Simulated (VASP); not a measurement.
Wanted: the native input for a VASP 6.6.1 run.

| Item | Value |
| --- | --- |
| Task | single point |
| Functional | PBE |
| Dispersion | D3(BJ) |
| Potentials or basis | VASP PAW PBE potentials, release 64 (Te) |
| Cutoff | 520 eV |
| k mesh | 12 × 12 × 8 |
| Occupations | gaussian, width 0.1 eV |
| Spin | no spin polarisation |
| Dipole correction | no |
| Further INCAR settings | ALGO = Normal; EDIFF = 1e-06; NBANDS = 16 |

The structure of Te lies in POSCAR:

```
Te
1.0
    4.5303291065      0.0000000000      0.0000000000
   -2.2651645533      3.9233800937      0.0000000000
    0.0000000000      0.0000000000      5.9628973845
Te
3
Direct
    0.2669031959      0.0000000000      0.1666666667
    0.0000000000      0.2669031959      0.8333333333
    0.7330968041      0.7330968041      0.5000000000
```

These files were run (other wordings do the same):

INCAR

```
PREC = Accurate
ENCUT = 520
EDIFF = 1E-6
ISMEAR = 0
SIGMA = 0.1
LREAL = F
LASPH = T
NELM = 80
ALGO = Normal
ISIF = 2
LWAVE = F
LCHARG = F
GGA = PE
IVDW = 12
NBANDS = 16
```

KPOINTS

```
regular mesh
0
Gamma
  12 12 8
```

Potentials or basis: VASP PAW PBE potentials, release 64 (Te).

Command:

```bash
$ cat potpaw_PBE.64/Te/POTCAR > POTCAR
$ mpirun -np 1 vasp_std > vasp.out
```

Results of the run:

The pressure is -2.1 GPa. The largest force is 0.016 eV/Å. The band gap on the k mesh is 0.22 eV and the dispersion energy per atom is -0.412 eV.

Caveat: spin-orbit coupling is left out, which moves the levels of the heavy elements.

It took 89 s on 1 thread of Intel(R) Xeon(R) 6975P-C (Granite Rapids), with other jobs on the host, peak memory 0.35 GiB.
